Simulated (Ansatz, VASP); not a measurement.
This is a calculation of BN for VASP 6.6.1.

INCAR

```
SYSTEM = BN
ALGO = Normal
EDIFF = 1E-7
EDIFFG = -0.01
ENCUT = 600
GGA = PS
IBRION = 2
ISIF = 3
ISMEAR = -1
LASPH = .TRUE.
LCHARG = .FALSE.
LREAL = .FALSE.
LWAVE = .FALSE.
NELM = 80
NSW = 60
PREC = Accurate
SIGMA = 0.05
```

File KPOINTS:

```
k-points
0
G
  13 13 13
  0 0 0
```

The input POSCAR:

```
BN
1.0
    0.0000000000      1.8130010000      1.8130010000
    1.8130010000      0.0000000000      1.8130010000
    1.8130010000      1.8130010000      0.0000000000
N B
1 1
Direct
    0.2500000000      0.2500000000      0.2500000000
    0.0000000000      0.0000000000      0.0000000000
```

Potentials or basis: VASP PAW PBE potentials, release 64 (N, B).

Run with:

```sh
$ cat potpaw_PBE.64/N/POTCAR potpaw_PBE.64/B/POTCAR > POTCAR
$ mpirun -np 1 vasp_std > vasp.out
```

**Question.** Set up the same calculation for Ansatz 0.2.0. Potentials there: Ansatz PAW.

**Answer.** As run (the cutoff follows the program's own potentials):

The input input.yaml:

```yaml
crystal:
  lattice:
    - [0.0, 1.813001, 1.813001]
    - [1.813001, 0.0, 1.813001]
    - [1.813001, 1.813001, 0.0]
  atoms:
    - { symbol: "N", position: [0.25, 0.25, 0.25] }
    - { symbol: B, position: [0.0, 0.0, 0.0] }
hamiltonian:
  xc: pbesol
  pseudopotentials: { kind: paw }
kpoints:
  mp_grid: { grid: [13, 13, 13] }
scf:
  occupations: { method: fermi_dirac, width: 0.05 }
output:
  forces: true
  stress: true
  eigenvalues: true
relax:
  f_tol: 0.01
  max_steps: 40
  cell: { stress_tol: 0.05 }
```

Potentials or basis: Ansatz PAW.

The run is started by

```sh
$ ansatz run input.yaml --threads 1 --pin off --max-ram 3584MiB --backend cpu --events-out ev --progress --plain --runs-dir out
```

Both were run:

|  | VASP | Ansatz | Ansatz less VASP |
| --- | --- | --- | --- |
| gap on the k mesh at the Fermi level, each at its own relaxed structure (eV) | 4.36 | 4.37 | +0.014 |
| relaxed volume (Å³/atom) | 5.86 | 5.86 | -0.005 |
| relaxed cell length with the largest relative difference (Å) | 2.550 | 2.550 | -0.0007 |

VASP's potentials were made for PBE, not for PBEsol.

Noted on Ansatz's run: Pulay correction over one GPa; odd divisions of the mesh miss points on the zone boundary, where band edges often lie, so the gap on the mesh can be too wide; the plane-wave basis is chosen anew once the cell has moved, so the energies of steps on either side of that aren't comparable.
